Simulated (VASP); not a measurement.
# Na4IN (P4/mmm) in VASP: single point with PBE

Aim: the single point of Na4IN with PBE.

Program: VASP 6.6.1. These are calculated values, not measurements. Logs are shortened: lines on timing, memory, paths and dates and some standing lists are left out, and cuts for length are marked.

## 1. The cell of the first run

The structure is tetragonal, space group P4/mmm (No. 123). Conventional cell: a = 4.405 Å, b = 4.405 Å, c = 7.546 Å, α = 90.00°, β = 90.00°, γ = 90.00°. Within 3.4 Å of Na (site symmetry 2mm) lie 2 N at 2.59 Å and 5 Na at 2.71 to 3.11 Å and 2 I at 3.27 Å. Within 4.5 Å of I (site symmetry 4/mmm) lie 8 Na at 3.27 Å and 4 I at 4.41 Å. Within 3.4 Å of N (site symmetry 4/mmm) lie 8 Na at 2.59 Å.

The cell was built from a structure type or drawn by symmetry, and may not be a known phase.

## 2. Single point, PBE

Contents of INCAR:

```
PREC = Accurate
ENCUT = 600
EDIFF = 1E-6
ISMEAR = 0
SIGMA = 0.15
LREAL = F
LASPH = T
NELM = 120
ALGO = Normal
ISIF = 2
LWAVE = F
LCHARG = F
GGA = PE
NBANDS = 29
GGA_COMPAT = F
```

Contents of KPOINTS:

```
regular mesh
0
Gamma
  3 3 2
```

Contents of POSCAR:

```
Na4IN
1.0
    4.4050801807      0.0000000000      0.0000000000
    0.0000000000      4.4050801807      0.0000000000
    0.0000000000      0.0000000000      7.5455028698
Na I N
4 1 1
Direct
    0.5000000000      0.0000000000      0.6794792006
    0.0000000000      0.5000000000      0.3205207994
    0.5000000000      0.0000000000      0.3205207994
    0.0000000000      0.5000000000      0.6794792006
    0.0000000000      0.0000000000      0.0000000000
    0.5000000000      0.5000000000      0.5000000000
```

Potentials or basis: VASP PAW PBE potentials, release 64 (Na_pv, I, N).

On the command line:

```console
$ cat potpaw_PBE.64/Na_pv/POTCAR potpaw_PBE.64/I/POTCAR potpaw_PBE.64/N/POTCAR > POTCAR
$ mpirun -np 1 vasp_std > vasp.out
```

OUTCAR:

```text
PREC = Accurate
   ENCUT = 600
   EDIFF = 1E-6
   ISMEAR = 0
   LREAL = F
   LASPH = T
   NELM = 120
   ISIF = 2
   GGA = PE

 ion  position               nearest neighbor table
   1  0.500  0.000  0.679-   3 2.71
   2  0.000  0.500  0.321-   4 2.71
   3  0.500  0.000  0.321-   1 2.71
   4  0.000  0.500  0.679-   2 2.71
   5  0.000  0.000  0.000-
   6  0.500  0.500  0.500-

  LATTYP: Found a simple tetragonal cell.
 ALAT       =     4.4050801807
 C/A-ratio  =     1.7129093139

  Lattice vectors:

 A1 = (   4.4050801807,   0.0000000000,   0.0000000000)
 A2 = (   0.0000000000,   4.4050801807,   0.0000000000)
 A3 = (   0.0000000000,   0.0000000000,   7.5455028698)

Analysis of symmetry for initial positions (statically):
=====================================================================
 Subroutine PRICEL returns:
 Original cell was already a primitive cell.

 Routine SETGRP: Setting up the symmetry group for a
 simple tetragonal supercell.

 Subroutine GETGRP returns: Found 16 space group operations
 (whereof 16 operations were pure point group operations)
 out of a pool of 16 trial point group operations.

The static configuration has the point symmetry D_4h.

Analysis of symmetry for dynamics (positions and initial velocities):
=====================================================================
 Subroutine PRICEL returns:
 Original cell was already a primitive cell.

 Routine SETGRP: Setting up the symmetry group for a
 simple tetragonal supercell.

 Subroutine GETGRP returns: Found 16 space group operations
 (whereof 16 operations were pure point group operations)
 out of a pool of 16 trial point group operations.

The dynamic configuration has the point symmetry D_4h.

 Subroutine INISYM returns: Found 16 space group operations
 (whereof 16 operations are pure point group operations),
 and found     1 'primitive' translations

----------------------------------------------------------------------------------------

                                     Primitive cell

  volume of cell :     146.4185

  direct lattice vectors                    reciprocal lattice vectors
     4.405080181  0.000000000  0.000000000     0.227010624  0.000000000  0.000000000
     0.000000000  4.405080181  0.000000000     0.000000000  0.227010624  0.000000000
     0.000000000  0.000000000  7.545502870     0.000000000  0.000000000  0.132529272

  length of vectors
     4.405080181  4.405080181  7.545502870     0.227010624  0.227010624  0.132529272

  position of ions in fractional coordinates (direct lattice)
     0.500000000  0.000000000  0.679479201
     0.000000000  0.500000000  0.320520799
     0.500000000  0.000000000  0.320520799
     0.000000000  0.500000000  0.679479201
     0.000000000  0.000000000  0.000000000
     0.500000000  0.500000000  0.500000000

  ion indices of the primitive-cell ions
   primitive index   ion index
                 1           1
                 2           2
                 3           3
                 4           4
                 5           5
                 6           6

----------------------------------------------------------------------------------------

 KPOINTS: regular mesh

Automatic generation of k-mesh.
 Grid dimensions read from file:
 generate k-points for:    3    3    2

 Generating k-lattice:

  Cartesian coordinates                     Fractional coordinates (reciprocal lattice)
     0.075670208  0.000000000  0.000000000     0.333333333  0.000000000  0.000000000
     0.000000000  0.075670208  0.000000000     0.000000000  0.333333333  0.000000000
     0.000000000  0.000000000  0.066264636     0.000000000  0.000000000  0.500000000

  Length of vectors
     0.075670208  0.075670208  0.066264636

  Shift w.r.t. Gamma in fractional coordinates (k-lattice)
     0.000000000  0.000000000  0.000000000

 Subroutine IBZKPT returns following result:
 ===========================================

 Found      6 irreducible k-points:

 Following reciprocal coordinates:
            Coordinates               Weight
  0.000000  0.000000  0.000000      1.000000
  0.333333  0.000000  0.000000      4.000000
  0.333333  0.333333  0.000000      4.000000
  0.000000  0.000000  0.500000      1.000000
  0.333333  0.000000  0.500000      4.000000
  0.333333  0.333333  0.500000      4.000000
   k-points           NKPTS =      6   k-points in BZ     NKDIM =      6   number of bands    NBANDS=     29
   number of dos      NEDOS =    301   number of ions     NIONS =      6
   total plane-waves  NPLWV =  77760
   dimension x,y,z NGX =    36 NGY =   36 NGZ =   60
   dimension x,y,z NGXF=    72 NGYF=   72 NGZF=  120
   ions per type =               4   1   1
   NGX,Y,Z   is equivalent  to a cutoff of  13.59, 13.59, 13.22 a.u.
   NGXF,Y,Z  is equivalent  to a cutoff of  27.17, 27.17, 26.44 a.u.
 SYSTEM =  unknown system
   PREC   = accura    normal or accurate (medium, high low for compatibility)
   ISTART =      0    job   : 0-new  1-cont  2-samecut
   ICHARG =      2    charge: 1-file 2-atom 10-const
   ISPIN  =      1    spin polarized calculation?
   LNONCOLLINEAR =      F non collinear calculations
   LSORBIT =      F    spin-orbit coupling
   LASPH  =      T    aspherical Exc in radial PAW
   ENCUT  =  600.0 eV  44.10 Ry    6.64 a.u.   8.80  8.80 15.07*2*pi/ulx,y,z
   NELM   =    120;   NELMIN=  2; NELMDL= -5     # of ELM steps
   EDIFF  = 0.1E-05   stopping-criterion for ELM
   LREAL  =      F    real-space projection
   EDIFFG = 0.1E-04   stopping-criterion for IOM
   NSW    =      0    number of steps for IOM
   IBRION =     -1    ionic relax: 0-MD 1-quasi-New 2-CG
   NFREE  =      0    steps in history (QN), initial steepest desc. (CG)
   ISIF   =      2    stress and relaxation
   ISYM   =      2    0-nonsym 1-usesym 2-fastsym
   POTIM  = 0.5000    time-step for ionic-motion
   TEBEG  =    0.0;   TEEND  =   0.0 temperature during run
   PSTRESS=    0.0 pullay stress
   NELECT =      40.0000    total number of electrons
   NUPDOWN=      -1.0000    fix difference up-down
   EMIN   =  10.00;   EMAX   =-10.00  energy-range for DOS
   EFERMI =   0.00;   METHOD = LEGACY
   ISMEAR =     0;   SIGMA  =   0.15  broadening in eV -4-tet -1-fermi 0-gaus
   EFERMI_NEDOS =   21; number of points for ismear=-14 and -15
   IALGO  =     38    algorithm
   IMIX   =      4    mixing-type and parameters
     AMIX     =   0.40;   BMIX     =  1.00
     AMIX_MAG =   1.60;   BMIX_MAG =  1.00
  volume/ion in A,a.u.               =      24.40       164.68
  Fermi-wavevector in a.u.,A,eV,Ry     =   1.062257  2.007374 15.352674  1.128390
  Thomas-Fermi vector in A             =   2.197701
   LORBIT       =      0    0 simple, 1 ext, 2 COOP (PROOUT), +10 PAW based schemes
   GGA     = PE    functional components
   LHFCALC =     F    Hartree Fock is set to
   AEXX    =    0.0000 exact exchange contribution
   IVDW    =     0    specifies the selected vdW correction
   LEPSILON=     F    determine dielectric tensor
   LRPA    =     F    only Hartree local field effects (RPA)
 non-spin polarized calculation
 Gauss-broadening in eV      SIGMA  =   0.15
  energy-cutoff  :      600.00
  volume of cell :      146.42
 maximum number of plane-waves:      4896
 NGX is ok and might be reduce to    36
   NGX = 17   NGY = 17   NGZ = 31

 number of electron      40.0000046 magnetization

 Free energy of the ion-electron system (eV)
  ---------------------------------------------------
  ext. energy  EPLUGINS =         0.00000000
  ---------------------------------------------------
  free energy    TOTEN  =       -16.43993250 eV

  energy without entropy =      -16.41913102  energy(sigma->0) =      -16.42953176

 E-fermi :   2.1518     XC(G=0):  -7.8063

 val. band max:        2.0250828112   @ k =   0.3333   0.0000   0.0000
 cond. band min:       3.1689936411   @ k =   0.0000   0.0000   0.5000
 fundamental gap:      1.1439108300
 Fermi energy:         2.1517982593

 k-point     1 :       0.0000    0.0000    0.0000
  band No.  band energies     occupation
      1     -22.0045      2.00000
      2     -21.9775      2.00000
      3     -21.9775      2.00000
      4     -21.9685      2.00000
      5     -21.9542      2.00000
      6     -21.9542      2.00000
[... 21 lines left out ...]
     28       8.9213      0.00000
     29       9.6803      0.00000

 k-point     2 :       0.3333    0.0000    0.0000
  band No.  band energies     occupation
      1     -21.9949      2.00000
      2     -21.9771      2.00000
      3     -21.9704      2.00000
      4     -21.9670      2.00000
      5     -21.9482      2.00000
      6     -21.9451      2.00000
[... 21 lines left out ...]
     28       8.5417      0.00000
     29       9.0879      0.00000

 k-point     3 :       0.3333    0.3333    0.0000
  band No.  band energies     occupation
      1     -22.0150      2.00000
      2     -21.9896      2.00000
      3     -21.9895      2.00000
      4     -21.9805      2.00000
      5     -21.9199      2.00000
      6     -21.9013      2.00000
[... 21 lines left out ...]
     28       8.6430      0.00000
     29       8.8844      0.00000

 k-point     4 :       0.0000    0.0000    0.5000
  band No.  band energies     occupation
      1     -22.0028      2.00000
      2     -21.9773      2.00000
      3     -21.9773      2.00000
      4     -21.9681      2.00000
      5     -21.9544      2.00000
      6     -21.9544      2.00000
[... 21 lines left out ...]
     28       9.3305      0.00000
     29       9.8624      0.00000

 k-point     5 :       0.3333    0.0000    0.5000
  band No.  band energies     occupation
      1     -21.9936      2.00000
      2     -21.9766      2.00000
      3     -21.9699      2.00000
      4     -21.9668      2.00000
      5     -21.9485      2.00000
      6     -21.9453      2.00000
[... 21 lines left out ...]
     28       8.4073      0.00000
     29       9.4078      0.00000

 k-point     6 :       0.3333    0.3333    0.5000
  band No.  band energies     occupation
      1     -22.0144      2.00000
      2     -21.9901      2.00000
      3     -21.9885      2.00000
      4     -21.9798      2.00000
      5     -21.9198      2.00000
      6     -21.9014      2.00000
[... 21 lines left out ...]
     28       8.3579      0.00000
     29       9.1478      0.00000

------------------------ aborting loop because EDIFF is reached ----------------------------------------

  FORCE on cell =-STRESS in cart. coord.  units (eV):
  Direction    XX          YY          ZZ          XY          YZ          ZX
  --------------------------------------------------------------------------------------
  -------------------------------------------------------------------------------------
  Total       -0.0448602     -0.0448602     -0.0590401      0.0000000      0.0000000      0.0000000
  in kB       -0.4908805     -0.4908805     -0.6460440      0.0000000      0.0000000      0.0000000
  external PRESSURE =      -0.5426017 kB  Pullay stress =       0.0000000 kB

 VOLUME and BASIS-vectors are now :
 -----------------------------------------------------------------------------
  energy-cutoff  :      600.00
  volume of cell :      146.42
      direct lattice vectors                 reciprocal lattice vectors
     4.405080181  0.000000000  0.000000000     0.227010624  0.000000000  0.000000000
     0.000000000  4.405080181  0.000000000     0.000000000  0.227010624  0.000000000
     0.000000000  0.000000000  7.545502870     0.000000000  0.000000000  0.132529272

 POSITION                                       TOTAL-FORCE (eV/Angst)
 -----------------------------------------------------------------------------------
      2.20254      0.00000      5.12701        -0.000000     -0.000000     -0.049167
      0.00000      2.20254      2.41849         0.000000     -0.000000      0.049167
      2.20254      0.00000      2.41849         0.000000     -0.000000      0.049167
      0.00000      2.20254      5.12701         0.000000      0.000000     -0.049167
      0.00000      0.00000      0.00000         0.000000     -0.000000     -0.000000
      2.20254      2.20254      3.77275         0.000000     -0.000000     -0.000000
 -----------------------------------------------------------------------------------
    total drift:                                0.000000     -0.000000      0.000000

  FREE ENERGIE OF THE ION-ELECTRON SYSTEM (eV)
  ---------------------------------------------------
  free  energy   TOTEN  =       -16.4399325020 eV

  energy  without entropy=      -16.4191310225  energy(sigma->0) =      -16.42953176
```

Wall time 16 s (1 thread of Intel Xeon 6975P-C (Granite Rapids), shared host); peak memory 0.26 GiB.

What came out:

```yaml
Free_energy: -16.4399 eV
Pressure: -0.1 GPa
Largest_force: 0.049 eV/Å
Band_gap_on_the_k_mesh: zero (bands 20 and 21 overlap by 0.08 eV)
```

Forces in eV/Å, atoms in the order of the input:
```
Na   0.000  0.000 -0.049
Na   0.000  0.000  0.049
Na   0.000  0.000  0.049
Na   0.000  0.000 -0.049
I    0.000  0.000  0.000
N    0.000  0.000  0.000
```

Caveat: the k points lie up to 0.48 Å⁻¹ apart; spin-orbit coupling is left out, which moves the levels of the heavy elements.
